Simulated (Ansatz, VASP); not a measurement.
Two plane-wave programs on InH3

The input INCAR:

```
PREC = Accurate
ENCUT = 520
EDIFF = 1E-6
ISMEAR = 0
SIGMA = 0.1
LREAL = False
LASPH = True
NELM = 60
ALGO = Normal
ISIF = 2
LWAVE = False
LCHARG = False
GGA = PE
NBANDS = 36
```

KPOINTS

```
regular mesh
0
Gamma
  3 3 4
```

The input POSCAR:

```
InH3
1.0
    7.6519192000      0.0000000000      0.0000000000
   -3.8259596000      6.6267564100      0.0000000000
    0.0000000000      0.0000000000      3.9270968000
In H
3 9
Direct
    0.5000000000      0.0000000000      0.0000000000
    0.5000000000      0.5000000000      0.0000000000
    0.0000000000      0.5000000000      0.0000000000
    0.5000000000      0.0000000000      0.5000000000
    0.5000000000      0.7500000000      0.0000000000
    0.5000000000      0.2500000000      0.0000000000
    0.2500000000      0.7500000000      0.0000000000
    0.7500000000      0.2500000000      0.0000000000
    0.5000000000      0.5000000000      0.5000000000
    0.2500000000      0.5000000000      0.0000000000
    0.7500000000      0.5000000000      0.0000000000
    0.0000000000      0.5000000000      0.5000000000
```

Input for Ansatz:

```yaml
crystal:
  lattice:
    - [7.6519192, 0.0, 0.0]
    - [-3.8259596, 6.62675641, 0.0]
    - [0.0, 0.0, 3.9270968]
  atoms:
    - { symbol: In, position: [0.5, 0.0, 0.0] }
    - { symbol: In, position: [0.5, 0.5, 0.0] }
    - { symbol: In, position: [0.0, 0.5, 0.0] }
    - { symbol: H, position: [0.5, 0.0, 0.5] }
    - { symbol: H, position: [0.5, 0.75, 0.0] }
    - { symbol: H, position: [0.5, 0.25, 0.0] }
    - { symbol: H, position: [0.25, 0.75, 0.0] }
    - { symbol: H, position: [0.75, 0.25, 0.0] }
    - { symbol: H, position: [0.5, 0.5, 0.5] }
    - { symbol: H, position: [0.25, 0.5, 0.0] }
    - { symbol: H, position: [0.75, 0.5, 0.0] }
    - { symbol: H, position: [0.0, 0.5, 0.5] }
basis:
  ecutwfc: 420
kpoints:
  mp_grid: { grid: [3, 3, 4] }
hamiltonian:
  xc: pbe
scf:
  occupations: { method: gaussian, width: 0.1 }
  lower_state_search: "off"
output:
  forces: true
  stress: true
  eigenvalues: true
```

Alike in both runs: task single point; functional PBE; k mesh 3 × 3 × 4; occupations gaussian, width 0.1 eV; no spin polarisation.

|  | VASP | Ansatz |
| --- | --- | --- |
| version | VASP 6.6.1 | Ansatz 0.2.0 |
| potentials or method | VASP PAW PBE potentials, release 64 (In_d, H), cutoff 520 eV | scalar-relativistic, plane waves, PAW |
| valence electrons in the cell | 48 | 48 |

|  | VASP | Ansatz | Ansatz less VASP |
| --- | --- | --- | --- |
| gap on the k mesh at the Fermi level (eV) | none | none | - |
| pressure (GPa) | 0.9 | 1.0 | +0.06 |
| traceless stress, the component that is largest in VASP (GPa) | -1.82 | -1.83 | -0.004 |
| rms of the force components (eV/Å) | 0.351 | 0.351 | -0.0005 |

Atom by atom the forces differ by 0.000 eV/Å (rms over components). A gap of «none» marks a metal or a gap that the smearing closes.

The k mesh is coarse, so the values compare programs but aren't converged.
